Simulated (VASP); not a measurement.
# Ca3TeRu2 (P-4m2) in VASP: notebook

Runs on Ca3TeRu2. Level: PBE. Tasks: relaxation of cell and atoms, single point.

All numbers are computed with VASP 6.6.1; they aren't measurements. Logs are shortened: lines on timing, memory, paths and dates and some standing lists are left out, and cuts for length are marked.

## 1. The cell of the first run

It takes space group P-4m2 (No. 115, tetragonal). The conventional cell has a = 4.116 Å, b = 4.116 Å, c = 8.479 Å, α = 90.00°, β = 90.00°, γ = 90.00°. Within 3.0 Å of Ca (site symmetry 2mm) lie 1 Te at 2.29 Å and 2 Ru at 2.45 Å. Within 3.0 Å of Ca (site symmetry -4m2) lie 4 Ru at 2.28 Å and 4 Te at 2.91 Å. Te (site symmetry -4m2) has 4 Ru at 2.28 Å and 6 Ca at 2.29 to 2.91 Å within 3.0 Å. Within 3.0 Å of Ru (site symmetry 2mm) lie 4 Ca at 2.28 to 2.45 Å and 2 Te at 2.28 Å.

The cell was generated, and may not be a known phase.

## 2. Relaxation of cell and atoms, PBE

INCAR

```
PREC     = Accurate       # precision mode
ENCUT    = 600            # plane-wave cutoff, eV
EDIFF    = 1E-7           # SCF threshold, eV
ISMEAR   = 0              # smearing method
SIGMA    = 0.1            # smearing width, eV
LREAL    = F              # projectors in reciprocal space
LASPH    = T              # aspherical terms in the spheres
NELM     = 100            # most SCF steps
ALGO     = Normal         # electronic algorithm
ISIF     = 3              # what is computed and relaxed
LWAVE    = F              # write WAVECAR
LCHARG   = F              # write CHGCAR
GGA      = PE             # functional
IBRION   = 2              # ionic algorithm
NSW      = 90             # ionic steps
EDIFFG   = -0.04          # ionic threshold
```

KPOINTS

```
regular mesh
0
Gamma
  4 4 2
```

POSCAR

```
Ca3TeRu2
1.0
    4.1163680300      0.0000000000      0.0000000000
    0.0000000000      4.1163680300      0.0000000000
    0.0000000000      0.0000000000      8.4786822600
Ca Te Ru
3 1 2
Direct
    0.5000000000      0.5000000000      0.7705868500
    0.5000000000      0.5000000000      0.2294131500
    0.0000000000      0.0000000000      0.5000000000
    0.5000000000      0.5000000000      0.5000000000
    0.0000000000      0.5000000000      0.6147058400
    0.5000000000      0.0000000000      0.3852941600
```

Potentials or basis: VASP PAW PBE potentials, release 64 (Ca_sv, Te, Ru_pv).

Run with:

```bash
$ cat potpaw_PBE.64/Ca_sv/POTCAR potpaw_PBE.64/Te/POTCAR potpaw_PBE.64/Ru_pv/POTCAR > POTCAR
$ mpirun -np 1 vasp_std > vasp.out
```

OUTCAR:

```text
PREC = Accurate
   ENCUT = 600
   EDIFF = 1E-7
   ISMEAR = 0
   LREAL = F
   LASPH = T
   NELM = 100
   ISIF = 3
   GGA = PE
   IBRION = 2
   NSW = 90
   EDIFFG = -0.04

 ion  position               nearest neighbor table
   1  0.500  0.500  0.771-   4 2.29   5 2.45   5 2.45
   2  0.500  0.500  0.229-   4 2.29   6 2.45   6 2.45
   3  0.000  0.000  0.500-   5 2.28   6 2.28   5 2.28   6 2.28   4 2.91   4 2.91   4 2.91   4 2.91

   4  0.500  0.500  0.500-   5 2.28   6 2.28   6 2.28   5 2.28   1 2.29   2 2.29   3 2.91   3 2.91
                             3 2.91   3 2.91
   5  0.000  0.500  0.615-   3 2.28   4 2.28   3 2.28   4 2.28   1 2.45   1 2.45
   6  0.500  0.000  0.385-   3 2.28   4 2.28   4 2.28   3 2.28   2 2.45   2 2.45

  LATTYP: Found a simple tetragonal cell.
 ALAT       =     4.1163680300
 C/A-ratio  =     2.0597483505

  Lattice vectors:

 A1 = (   4.1163680300,   0.0000000000,   0.0000000000)
 A2 = (   0.0000000000,   4.1163680300,   0.0000000000)
 A3 = (   0.0000000000,   0.0000000000,   8.4786822600)

Analysis of symmetry for initial positions (statically):
=====================================================================
 Subroutine PRICEL returns:
 Original cell was already a primitive cell.

 Routine SETGRP: Setting up the symmetry group for a
 simple tetragonal supercell.

 Subroutine GETGRP returns: Found  8 space group operations
 (whereof  8 operations were pure point group operations)
 out of a pool of 16 trial point group operations.

The static configuration has the point symmetry D_2d.

Analysis of symmetry for dynamics (positions and initial velocities):
=====================================================================
 Subroutine PRICEL returns:
 Original cell was already a primitive cell.

 Routine SETGRP: Setting up the symmetry group for a
 simple tetragonal supercell.

 Subroutine GETGRP returns: Found  8 space group operations
 (whereof  8 operations were pure point group operations)
 out of a pool of 16 trial point group operations.

The dynamic configuration has the point symmetry D_2d.

 Subroutine INISYM returns: Found  8 space group operations
 (whereof  8 operations are pure point group operations),
 and found     1 'primitive' translations

----------------------------------------------------------------------------------------

                                     Primitive cell

  volume of cell :     143.6669

  direct lattice vectors                    reciprocal lattice vectors
     4.116368030  0.000000000  0.000000000     0.242932603  0.000000000  0.000000000
     0.000000000  4.116368030  0.000000000     0.000000000  0.242932603  0.000000000
     0.000000000  0.000000000  8.478682260     0.000000000  0.000000000  0.117942856

  length of vectors
     4.116368030  4.116368030  8.478682260     0.242932603  0.242932603  0.117942856

  position of ions in fractional coordinates (direct lattice)
     0.500000000  0.500000000  0.770586850
     0.500000000  0.500000000  0.229413150
     0.000000000  0.000000000  0.500000000
     0.500000000  0.500000000  0.500000000
     0.000000000  0.500000000  0.614705840
     0.500000000  0.000000000  0.385294160

  ion indices of the primitive-cell ions
   primitive index   ion index
                 1           1
                 2           2
                 3           3
                 4           4
                 5           5
                 6           6

----------------------------------------------------------------------------------------

 KPOINTS: regular mesh

Automatic generation of k-mesh.
 Grid dimensions read from file:
 generate k-points for:    4    4    2

 Generating k-lattice:

  Cartesian coordinates                     Fractional coordinates (reciprocal lattice)
     0.060733151  0.000000000  0.000000000     0.250000000  0.000000000  0.000000000
     0.000000000  0.060733151  0.000000000     0.000000000  0.250000000  0.000000000
     0.000000000  0.000000000  0.058971428     0.000000000  0.000000000  0.500000000

  Length of vectors
     0.060733151  0.060733151  0.058971428

  Shift w.r.t. Gamma in fractional coordinates (k-lattice)
     0.000000000  0.000000000  0.000000000

 Subroutine IBZKPT returns following result:
 ===========================================

 Found     12 irreducible k-points:

 Following reciprocal coordinates:
            Coordinates               Weight
  0.000000  0.000000  0.000000      1.000000
  0.250000  0.000000  0.000000      4.000000
  0.500000  0.000000  0.000000      2.000000
  0.250000  0.250000  0.000000      4.000000
  0.500000  0.250000  0.000000      4.000000
  0.500000  0.500000  0.000000      1.000000
  0.000000  0.000000  0.500000      1.000000
  0.250000  0.000000  0.500000      4.000000
  0.500000  0.000000  0.500000      2.000000
  0.250000  0.250000  0.500000      4.000000
  0.500000  0.250000  0.500000      4.000000
  0.500000  0.500000  0.500000      1.000000
   k-points           NKPTS =     12   k-points in BZ     NKDIM =     12   number of bands    NBANDS=     38
   number of dos      NEDOS =    301   number of ions     NIONS =      6
   total plane-waves  NPLWV =  90720
   dimension x,y,z NGX =    36 NGY =   36 NGZ =   70
   dimension x,y,z NGXF=    72 NGYF=   72 NGZF=  140
   ions per type =               3   1   2
   NGX,Y,Z   is equivalent  to a cutoff of  14.54, 14.54, 13.73 a.u.
   NGXF,Y,Z  is equivalent  to a cutoff of  29.08, 29.08, 27.45 a.u.
 SYSTEM =  unknown system
   PREC   = accura    normal or accurate (medium, high low for compatibility)
   ISTART =      0    job   : 0-new  1-cont  2-samecut
   ICHARG =      2    charge: 1-file 2-atom 10-const
   ISPIN  =      1    spin polarized calculation?
   LNONCOLLINEAR =      F non collinear calculations
   LSORBIT =      F    spin-orbit coupling
   LASPH  =      T    aspherical Exc in radial PAW
   ENCUT  =  600.0 eV  44.10 Ry    6.64 a.u.   8.22  8.22 16.93*2*pi/ulx,y,z
   NELM   =    100;   NELMIN=  2; NELMDL= -5     # of ELM steps
   EDIFF  = 0.1E-06   stopping-criterion for ELM
   LREAL  =      F    real-space projection
   EDIFFG = -.4E-01   stopping-criterion for IOM
   NSW    =     90    number of steps for IOM
   IBRION =      2    ionic relax: 0-MD 1-quasi-New 2-CG
   NFREE  =      1    steps in history (QN), initial steepest desc. (CG)
   ISIF   =      3    stress and relaxation
   ISYM   =      2    0-nonsym 1-usesym 2-fastsym
   POTIM  = 0.5000    time-step for ionic-motion
   TEBEG  =    0.0;   TEEND  =   0.0 temperature during run
   PSTRESS=    0.0 pullay stress
   NELECT =      64.0000    total number of electrons
   NUPDOWN=      -1.0000    fix difference up-down
   EMIN   =  10.00;   EMAX   =-10.00  energy-range for DOS
   EFERMI =   0.00;   METHOD = LEGACY
   ISMEAR =     0;   SIGMA  =   0.10  broadening in eV -4-tet -1-fermi 0-gaus
   EFERMI_NEDOS =   21; number of points for ismear=-14 and -15
   IALGO  =     38    algorithm
   IMIX   =      4    mixing-type and parameters
     AMIX     =   0.40;   BMIX     =  1.00
     AMIX_MAG =   1.60;   BMIX_MAG =  1.00
  volume/ion in A,a.u.               =      23.94       161.59
  Fermi-wavevector in a.u.,A,eV,Ry     =   1.250305  2.362734 21.269473  1.563262
  Thomas-Fermi vector in A             =   2.384305
   LORBIT       =      0    0 simple, 1 ext, 2 COOP (PROOUT), +10 PAW based schemes
   GGA     = PE    functional components
   LHFCALC =     F    Hartree Fock is set to
   AEXX    =    0.0000 exact exchange contribution
   IVDW    =     0    specifies the selected vdW correction
   LEPSILON=     F    determine dielectric tensor
   LRPA    =     F    only Hartree local field effects (RPA)
 conjugate gradient relaxation of ions
 non-spin polarized calculation
 Gauss-broadening in eV      SIGMA  =   0.10
  energy-cutoff  :      600.00
  volume of cell :      143.67
 maximum number of plane-waves:      4812
 NGX is ok and might be reduce to    36
   NGX = 17   NGY = 17   NGZ = 33

--------------------------------------- Ionic step        1  -------------------------------------------

 number of electron      64.0000013 magnetization

 Free energy of the ion-electron system (eV)
  ---------------------------------------------------
  ext. energy  EPLUGINS =         0.00000000
  ---------------------------------------------------
  free energy    TOTEN  =       -11.54743875 eV

  energy without entropy =      -11.52417387  energy(sigma->0) =      -11.53580631

 E-fermi :   5.8643     XC(G=0):  -9.3484

 val. band max:        5.8416755275   @ k =   0.5000   0.5000   0.0000
 cond. band min:       5.8648310757   @ k =   0.5000   0.2500   0.0000
 fundamental gap:      0.0231555482
 Fermi energy:         5.8642592339

 k-point     1 :       0.0000    0.0000    0.0000
  band No.  band energies     occupation
      1     -36.6245      2.00000
      2     -36.6245      2.00000
      3     -36.2119      2.00000
      4     -36.0907      2.00000
      5     -36.0648      2.00000
      6     -36.0648      2.00000
[... 518 lines left out ...]
  energy  without entropy=      -11.5241738699  energy(sigma->0) =      -11.53580631

--------------------------------------- Ionic step        2  -------------------------------------------

 number of electron      63.9999969 magnetization

 E-fermi :  -0.0873     XC(G=0):  -5.8493

 val. band max:       -0.0882896960   @ k =   0.0000   0.0000   0.0000
 cond. band min:      -0.0832152241   @ k =   0.5000   0.2500   0.0000
 fundamental gap:      0.0050744720
 Fermi energy:        -0.0873023946

 k-point     1 :       0.0000    0.0000    0.0000
  band No.  band energies     occupation
      1     -43.5144      2.00000
      2     -43.5137      2.00000
      3     -41.9648      2.00000
      4     -41.2640      2.00000
      5     -41.2640      2.00000
      6     -41.1631      2.00000
[... 554 lines left out ...]
  FREE ENERGIE OF THE ION-ELECTRON SYSTEM (eV)
  ---------------------------------------------------
  free  energy   TOTEN  =       -24.2557505669 eV

  energy  without entropy=      -24.2341232853  energy(sigma->0) =      -24.24493693

[... ionic steps 4 to 16 ...]

--------------------------------------- Ionic step       17  -------------------------------------------

 number of electron      64.0000004 magnetization

------------------------ aborting loop because EDIFF is reached ----------------------------------------

  FORCE on cell =-STRESS in cart. coord.  units (eV):
  Direction    XX          YY          ZZ          XY          YZ          ZX
  --------------------------------------------------------------------------------------
  -------------------------------------------------------------------------------------
  Total       -0.4213431     -0.4213431     -0.0895279      0.0000000      0.0000000      0.0000000
  in kB       -3.1842043     -3.1842043     -0.6765865      0.0000000      0.0000000      0.0000000
  external PRESSURE =      -2.3483317 kB  Pullay stress =       0.0000000 kB
[... 65 lines left out ...]
  energy  without entropy=      -24.5802663834  energy(sigma->0) =      -24.59270373

--------------------------------------- Ionic step       19  -------------------------------------------

 number of electron      63.9999999 magnetization

 Free energy of the ion-electron system (eV)
  ---------------------------------------------------
  ext. energy  EPLUGINS =         0.00000000
  ---------------------------------------------------
  free energy    TOTEN  =       -24.60561974 eV

  energy without entropy =      -24.58077675  energy(sigma->0) =      -24.59319825

 E-fermi :   2.8997     XC(G=0):  -8.0785

 val. band max:        2.8849187206   @ k =   0.2500   0.2500   0.0000
 cond. band min:       2.9337722689   @ k =   0.5000   0.0000   0.0000
 fundamental gap:      0.0488535484
 Fermi energy:         2.8996966661

 k-point     1 :       0.0000    0.0000    0.0000
  band No.  band energies     occupation
      1     -38.7128      2.00000
      2     -38.7109      2.00000
      3     -38.3327      2.00000
      4     -38.3327      2.00000
      5     -38.1909      2.00000
      6     -38.1747      2.00000
[... 514 lines left out ...]
  FREE ENERGIE OF THE ION-ELECTRON SYSTEM (eV)
  ---------------------------------------------------
  free  energy   TOTEN  =       -24.6056197389 eV

  energy  without entropy=      -24.5807767525  energy(sigma->0) =      -24.59319825

 reached required accuracy - stopping structural energy minimisation
```

Run time: 18 min. Hardware: 1 thread of Intel Xeon 6975P-C (Granite Rapids), shared host; peak memory 0.35 GiB.

What came out:

| Property | Result |
| --- | --- |
| Free energy | -24.6056 eV |
| Relaxed volume | 35.36 Å³/atom |
| Relaxed cell | a = 4.518 Å, b = 4.518 Å, c = 10.395 Å, α = 90.00°, β = 90.00°, γ = 90.00° |
| Space group after relaxing (to 0.1 Å) | P-4m2 (No. 115) |
| Energy gained by relaxing | 2176.4 meV/atom |
| Ionic steps | 19 |
| Pressure after relaxing | -0.1 GPa |
| Largest force after relaxing | 0.033 eV/Å |
| Band gap on the k mesh | zero (bands 32 and 33 overlap by 0.36 eV) |

Forces on the atoms (eV/Å):
```
Ca   0.000  0.000  0.032
Ca   0.000  0.000 -0.032
Ca   0.000  0.000  0.000
Te   0.000  0.000  0.000
Ru   0.000  0.000 -0.033
Ru   0.000  0.000  0.033
```

Step by step:
```
step  energy change (eV)  largest force (eV/Å)  pressure (GPa)  volume (Å³)
   1              0.0000               11.8332           61.26       143.67
   2             -5.0134                0.9738           -5.41       429.31
   3            -12.7083                0.5885           -3.27       239.44
   4            -12.8670                0.4311           -2.24       231.32
   5            -12.9727                0.2485            0.21       217.02
   6            -12.9742                0.2010           -0.13       218.69
   7            -12.9939                0.2228           -0.08       218.14
   8            -13.0301                0.2844            0.10       216.34
   9            -13.0092                0.2754            0.57       212.09
  10            -13.0384                0.3003            0.22       215.08
  11            -13.0483                0.0574           -0.43       217.26
  12            -13.0484                0.0816           -0.36       217.03
  13            -13.0543                0.0761            0.02       213.97
  14            -13.0543                0.0681            0.00       214.15
  15            -13.0552                0.0633           -0.03       213.94
  16            -13.0571                0.0479           -0.10       213.29
  17            -13.0570                0.0731           -0.23       212.00
  18            -13.0577                0.0423           -0.17       212.69
  19            -13.0582                0.0325           -0.11       212.19
```

Final structure:
```
Ca Te Ru
1.0
     4.51808    0.00000    0.00000
     0.00000    4.51808    0.00000
     0.00000    0.00000   10.39459
Ca Te Ru
3 1 2
Direct
  0.50000 0.50000 0.80752
  0.50000 0.50000 0.19248
  0.00000 0.00000 0.50000
  0.50000 0.50000 0.50000
  0.00000 0.50000 0.64498
  0.50000 0.00000 0.35502
```

Caveat: the k points lie up to 0.35 Å⁻¹ apart in the final cell; the volume moved by over 15 % at a fixed basis, so the end points are rough; spin-orbit coupling is left out, which moves the levels of the heavy elements.

## 3. Single point, PBE

This run uses another cell than the first one, of 35.20 Å³/atom.

INCAR

```
ALGO = Fast
EDIFF = 1E-6
ENCUT = 520
GGA = PE
ISIF = 2
ISMEAR = 0
LASPH = True
LCHARG = False
LREAL = False
LWAVE = False
NBANDS = 41
NELM = 80
PREC = Accurate
SIGMA = 0.1
```

KPOINTS

```
k-points
0
Gamma
  8 8 4
```

POSCAR

```
Ca3TeRu2
1.0
    4.4981295383      0.0000000000      0.0000000000
    0.0000000000      4.4981295383      0.0000000000
    0.0000000000      0.0000000000     10.4389183721
Ca Te Ru
3 1 2
Direct
    0.5000000000      0.5000000000      0.8083956008
    0.5000000000      0.5000000000      0.1916043992
    0.0000000000      0.0000000000      0.5000000000
    0.5000000000      0.5000000000      0.5000000000
    0.0000000000      0.5000000000      0.6444694639
    0.5000000000      0.0000000000      0.3555305361
```

Potentials or basis: VASP PAW PBE potentials, release 64 (Ca_sv, Te, Ru_pv).

Run with:

```bash
$ cat potpaw_PBE.64/Ca_sv/POTCAR potpaw_PBE.64/Te/POTCAR potpaw_PBE.64/Ru_pv/POTCAR > POTCAR
$ mpirun -np 1 vasp_std > vasp.out
```

Run time: 9.1 min. Hardware: 1 thread of Intel Xeon 6975P-C (Granite Rapids), shared host; peak memory 0.55 GiB.

Results (log left out):

* Free energy: -24.6275 eV
* Pressure: 0.0 GPa
* Largest force: 0.019 eV/Å
* Band gap on the k mesh: zero (bands 32 and 33 overlap by 0.36 eV)

Forces in eV/Å, atoms in the order of the input:
```
Ca   0.000  0.000  0.019
Ca   0.000  0.000 -0.019
Ca   0.000  0.000  0.000
Te   0.000  0.000  0.000
Ru   0.000  0.000  0.001
Ru   0.000  0.000 -0.001
```

Levels at points of the mesh, in eV from the Fermi level:
```csv
k point,band 29,band 30,band 31,band 32,band 33,band 34,band 35,band 36
"(0.00, 0.00, 0.00)",-0.59,-0.57,-0.57,0.28,0.28,0.68,0.75,2.01
"(0.50, 0.00, 0.00)",-0.91,-0.59,-0.33,-0.19,-0.04,0.58,0.69,1.31
"(0.50, 0.50, 0.00)",-0.80,-0.80,-0.20,-0.20,0.40,1.28,1.29,1.29
"(0.00, 0.00, 0.50)",-0.59,-0.57,-0.57,-0.30,0.29,0.29,1.40,1.79
"(0.50, 0.00, 0.50)",-0.89,-0.59,-0.33,-0.19,0.28,0.68,0.78,0.97
"(0.50, 0.50, 0.50)",-0.80,-0.80,-0.20,-0.20,0.55,1.29,1.29,1.35
```

Caveat: spin-orbit coupling is left out, which moves the levels of the heavy elements.

The gap in the log of VASP goes by the Fermi energy; the results here count the filled bands.